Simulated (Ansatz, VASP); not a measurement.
**One calculation of Zr5S12, two programs**

```
S Zr
1.0
     3.62739    0.00000    0.00000
     0.00000    8.60566    0.00000
     0.00000    0.00000   27.13972
S Zr
12 5
Cartesian
  0.0000 2.6684 7.5024
  1.8137 9.3805 7.4281
  1.8137 4.8549 9.6403
  0.0000 2.0577 11.0487
  0.0000 7.1059 11.7910
  1.8137 4.3595 13.2080
  1.8137 0.7957 13.9319
  0.0000 6.6550 15.3488
  0.0000 3.0977 16.0909
  1.8137 0.3002 17.4995
  1.8137 4.3803 19.7115
  0.0000 2.4867 19.6372
  1.8137 2.3410 9.2868
  0.0000 4.5857 11.4332
  1.8137 6.8805 13.5699
  0.0000 0.5696 15.7067
  1.8137 2.8141 17.8527
```

Alike in both runs: functional PBEsol; k mesh 7 × 3 × 1; occupations gaussian, width 0.05 eV; no spin polarisation.

Ansatz relaxed the structure, and its values are those at the end. VASP's run is a single point on that final structure, the one shown.

|  | VASP | Ansatz |
| --- | --- | --- |
| version | VASP 6.6.1 | Ansatz 0.2.0 |
| potentials or method | VASP PAW PBE potentials, release 64 (S, Zr_sv), cutoff 400 eV | scalar-relativistic, plane waves, PAW |
| valence electrons in the cell | 132 | 132 |

VASP gave:

- gap on the k mesh at the Fermi level (eV): 0.23
- least direct gap on the mesh (eV): 0.34
- rms of the force components (eV/Å): 0.010

Estimate Ansatz's values.

gap on the k mesh at the Fermi level (eV): 0.23; least direct gap on the mesh (eV): 0.34; rms of the force components (eV/Å): 0.003.

VASP's potentials were made for PBE, not for PBEsol.
